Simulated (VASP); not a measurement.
Here is a VASP 6.6.1 calculation.

INCAR

```
PREC     = Accurate       # precision mode
ENCUT    = 520            # plane-wave cutoff, eV
EDIFF    = 1E-8           # SCF threshold, eV
ISMEAR   = 0              # smearing method
SIGMA    = 0.01           # smearing width, eV
LREAL    = F              # projectors in reciprocal space
LASPH    = T              # aspherical terms in the spheres
NELM     = 100            # most SCF steps
ALGO     = Normal         # electronic algorithm
ISIF     = 2              # what is computed and relaxed
LWAVE    = F              # write WAVECAR
LCHARG   = F              # write CHGCAR
METAGGA  = R2SCAN         # meta-GGA
LMIXTAU  = T            
LCALCEPS = T
```

KPOINTS

```
Automatic mesh
0
Gamma
  6 6 6
```

POSCAR

```
Si
1.0
    0.0258862294      2.7207839361      2.7207839361
    2.7207839361      0.0258862294      2.7207839361
    2.7207839361      2.7207839361      0.0258862294
Si
2
Direct
    0.0006120971      0.0006120971      0.0006120971
    0.2493879029      0.2493879029      0.2493879029
```

Potentials or basis: VASP PAW PBE potentials, release 64 (Si).

Run with:

```sh
$ cat potpaw_PBE.64/Si/POTCAR > POTCAR
$ mpirun -np 1 vasp_std > vasp.out
```

(1) What does it give for the electronic dielectric tensor (diagonal)?

(2) Estimate the Born charges (mean of the diagonal).

(3) What does it give for the band gap on the k mesh?

Answers

(1) 11.19.

(2) Si +0.00 e.

(3) 0.78 eV (least direct gap 2.58 eV).

Caveat: the cell differs from its parent crystal (epitaxial 111 strain -1.0%).
